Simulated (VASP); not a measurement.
Set up this calculation in VASP 6.6.1, as the native input.

```yaml
Task: relaxation of shape and atoms at fixed volume
Functional: PBEsol
Potentials_or_basis: VASP PAW PBE potentials, release 64 (Cl)
Cutoff: 600 eV
k_mesh: 15 × 15 × 8
Occupations: fermi-dirac, width 0.08 eV
Spin: no spin polarisation
Dipole_correction: no
Further_INCAR_settings: ALGO = Normal; EDIFF = 1e-07; IBRION = 2; EDIFFG = -0.005; NSW = 50; ISIF = 4
```

The structure of Cl lies in POSCAR:

```
Cl
1.0
    2.7669199060      0.0000000000      0.0000000000
   -1.3834599530      2.3962229288      0.0000000000
    0.0000000000      0.0000000000      3.1020184710
Cl
2
Direct
    0.3333333333      0.6666666667      0.2500000000
    0.6666666667      0.3333333333      0.7500000000
```

One way to write it, as run:

INCAR

```
PREC = Accurate
ENCUT = 600
EDIFF = 1E-7
ISMEAR = -1
SIGMA = 0.08
LREAL = False
LASPH = True
NELM = 100
ALGO = Normal
ISIF = 4
LWAVE = False
LCHARG = False
GGA = PS
IBRION = 2
NSW = 50
EDIFFG = -0.005
```

KPOINTS

```
regular mesh
0
Gamma
  15 15 8
```

Potentials or basis: VASP PAW PBE potentials, release 64 (Cl).

Launch:

```console
$ cat potpaw_PBE.64/Cl/POTCAR > POTCAR
$ mpirun -np 1 vasp_std > vasp.out
```

Results of the run:

* Energy gained by relaxing: 489.0 meV/atom
* Ionic steps: 7
* Pressure after relaxing: 121.4 GPa
* Band gap on the k mesh: zero (bands 7 and 8 overlap by 6.16 eV)

Caveat: a cell axis changed by over 15 % at a fixed basis, so the end point is rough; the PAW data sets were made with another functional, which shifts forces and pressure a little.

Run time: 2.1 min on 1 thread of Intel(R) Xeon(R) Platinum 8175M CPU @ 2.50GHz (Skylake/Cascade Lake), with other jobs on the host, peak memory 0.16 GiB.
